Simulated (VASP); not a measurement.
A run of VASP 6.6.1 is set up as follows.

The input INCAR:

```
  ALGO = Normal
  EDIFF = 1E-6
  ENCUT = 520
  GGA = PE
  ISIF = 2
  ISMEAR = 0
  LASPH = T
  LCHARG = F
  LREAL = F
  LWAVE = F
  NBANDS = 22
  NELM = 80
  PREC = Accurate
  SIGMA = 0.1
```

The input KPOINTS:

```
k-points
0
Gamma
  15 15 6
```

Contents of POSCAR:

```
Cl
1.0
    3.7768952847      0.0000000000      0.0000000000
   -1.8884476424      3.2708872640      0.0000000000
    0.0000000000      0.0000000000      7.5279071540
Cl
4
Direct
    0.0000000000      0.0000000000      0.0000000000
    0.0000000000      0.0000000000      0.5000000000
    0.3333333333      0.6666666667      0.7500000000
    0.6666666667      0.3333333333      0.2500000000
```

Potentials or basis: VASP PAW PBE potentials, release 64 (Cl).

Run with:

```sh
$ cat potpaw_PBE.64/Cl/POTCAR > POTCAR
$ mpirun -np 1 vasp_std > vasp.out
```

Q: Estimate the band gap on the k mesh.

A: Zero (bands 14 and 15 overlap by 0.80 eV).

Q: What does it give for the pressure?

A: -0.1 GPa.
